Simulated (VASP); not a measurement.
A run of VASP 6.6.1 is set up as follows.

INCAR

```
PREC = Accurate
ENCUT = 520
EDIFF = 1E-6
ISMEAR = 0
SIGMA = 0.01
LREAL = False
LASPH = True
NELM = 60
ALGO = Normal
ISIF = 2
LWAVE = False
LCHARG = False
GGA = PS
NBANDS = 28
```

KPOINTS

```
regular mesh
0
Gamma
  2 2 1
```

Contents of POSCAR:

```
PbSe
1.0
    4.4148900000      0.0000000000      0.0000000000
   -0.0103100000      4.4148800000      0.0000000000
   -2.2022900000     -2.2074400000     12.0008000000
Pb Se
2 2
Direct
    0.8022500000      0.8090400000      0.6168200000
    0.1928500000      0.1908800000      0.3843600000
    0.2898700000      0.3234000000      0.6227200000
    0.6711100000      0.7053100000      0.3765100000
```

Potentials or basis: VASP PAW PBE potentials, release 64 (Pb_d, Se).

Run with:

```console
$ cat potpaw_PBE.64/Pb_d/POTCAR potpaw_PBE.64/Se/POTCAR > POTCAR
$ mpirun -np 1 vasp_std > vasp.out
```

Q: Predict the band gap on the k mesh.

A: 1.49 eV, direct.

Q: Predict the largest force.

A: 1.153 eV/Å.

Forces on the atoms (eV/Å):
```
Pb   0.198 -0.154 -0.832
Pb   0.195 -0.198  0.735
Se  -0.162  0.185 -1.020
Se  -0.231  0.167  1.117
```

Caveat: the k points lie up to 0.72 Å⁻¹ apart; the PAW data sets were made with another functional, which shifts forces and pressure a little; spin-orbit coupling is left out, which moves the levels of the heavy elements.
